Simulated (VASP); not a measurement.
Input of a VASP 6.6.1 run:

The input POSCAR:

```
BAs
1.0
    0.0000000000      2.3717759166      2.3717759166
    2.3717759166      0.0000000000      2.3717759166
    2.3717759166      2.3717759166      0.0000000000
B As
1 1
Direct
    0.0000000000      0.0000000000      0.0000000000
    0.2500000000      0.2500000000      0.2500000000
```

File INCAR.step1:

```
SYSTEM = BAs
PREC = Accurate
ENCUT = 520
ISMEAR = 0
SIGMA = 0.01
LREAL = .False.
LASPH = .True.
NELM = 100
NBANDS = 11
GGA = PE
ALGO = Normal
EDIFF = 1E-4
LWAVE = .True.
LCHARG = .False.
```

Contents of INCAR.step2:

```
SYSTEM = BAs
PREC = Accurate
ENCUT = 520
EDIFF = 1E-6
ISMEAR = 0
SIGMA = 0.01
LREAL = .False.
LASPH = .True.
NELM = 100
ALGO = Normal
ISIF = 2
LWAVE = .False.
LCHARG = .False.
METAGGA = R2SCAN
LMIXTAU = .True.
NBANDS = 11
ISTART = 1
```

KPOINTS

```
Automatic mesh
0
Gamma
  10 10 10
  0 0 0
```

Potentials or basis: VASP PAW PBE potentials, release 64 (B, As).

The run is started by

```bash
$ cat potpaw_PBE.64/B/POTCAR potpaw_PBE.64/As/POTCAR > POTCAR
$ cp INCAR.step1 INCAR
$ mpirun -np 1 vasp_std > vasp.out
$ cp INCAR.step2 INCAR
$ mpirun -np 1 vasp_std > vasp.out
```

(1) Estimate the pressure.

(2) Predict the band gap on the k mesh.

## Answers

(1) 4.1 GPa.

(2) 1.35 eV, indirect (least direct gap 3.47 eV).

Caveat: the cell differs from its parent crystal (strain -0.8%); the PAW data sets were made with another functional, which shifts forces and pressure a little.
